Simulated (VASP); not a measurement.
Write the native input for VASP 6.6.1 that does the following.

| Item | Value |
| --- | --- |
| Task | relaxation of cell and atoms |
| Functional | PBE |
| Potentials or basis | VASP PAW PBE potentials, release 64 (Si, O) |
| Cutoff | 600 eV |
| k mesh | 6 × 6 × 2 |
| Occupations | gaussian, width 0.1 eV |
| Spin | collinear spin, ferromagnetic start |
| Starting moments | [0.0, 0.0, 0.0, 0.0, 0.0, 1.0] μB |
| Dipole correction | no |
| Further INCAR settings | ALGO = Normal; EDIFF = 1e-06; IBRION = 2; EDIFFG = -0.04; NSW = 90; ISIF = 3 |

The structure of Si5O lies in POSCAR:

```
Si5O
1.0
    2.6645594000      0.0000000000      0.0000000000
   -1.3322797000      2.3075761300      0.0000000000
    0.0000000000      0.0000000000     12.9517325400
Si O
5 1
Direct
    0.6666666700      0.3333333300      0.8353336500
    0.0000000000      0.0000000000      0.6676422400
    0.6666666700      0.3333333300      0.5000000000
    0.0000000000      0.0000000000      0.3323577600
    0.6666666700      0.3333333300      0.1646663500
    0.0000000000      0.0000000000      0.0000000000
```

The cell was built from a structure type or drawn by symmetry, and may not be a known phase.

The input as run:

INCAR

```
PREC = Accurate ; ENCUT = 600
EDIFF = 1E-6 ; ISMEAR = 0
SIGMA = 0.1 ; LREAL = F
LASPH = T ; NELM = 150
ALGO = Normal ; ISIF = 3
LWAVE = F ; LCHARG = F
ISPIN = 2 ; MAGMOM = 0 0 0 0 0 1
LORBIT = 11 ; GGA = PE
IBRION = 2 ; NSW = 90
EDIFFG = -0.04
```

KPOINTS

```
Automatic mesh
0
Gamma
  6 6 2
```

Potentials or basis: VASP PAW PBE potentials, release 64 (Si, O).

Command:

```console
$ cat potpaw_PBE.64/Si/POTCAR potpaw_PBE.64/O/POTCAR > POTCAR
$ mpirun -np 1 vasp_std > vasp.out
```

Results of the run:

```json
{
  "Relaxed volume": "13.11 Å³/atom",
  "Relaxed cell": "a = 2.787 Å, b = 2.787 Å, c = 11.697 Å, α = 90.00°, β = 90.00°, γ = 120.00°",
  "Space group after relaxing (to 0.1 Å)": "P-6m2 (No. 187)",
  "Energy gained by relaxing": "423.6 meV/atom",
  "Ionic steps": "15",
  "Pressure after relaxing": "-0.3 GPa",
  "Largest force after relaxing": "0.029 eV/Å",
  "Band gap on the k mesh": "zero (filled and empty bands overlap)",
  "Net moment": "0.00 μB per cell",
  "Valence electrons inside the program's atomic spheres": "Si 1.47, 1.55, 1.57 (each value once); O 4.93"
}
```

Caveat: the k points lie up to 0.43 Å⁻¹ apart in the final cell, too coarse for converged energies and pressures of a metal.

Run time: 4.3 min on 1 thread of Intel(R) Xeon(R) 6975P-C (Granite Rapids), on a shared host, peak memory 0.29 GiB.
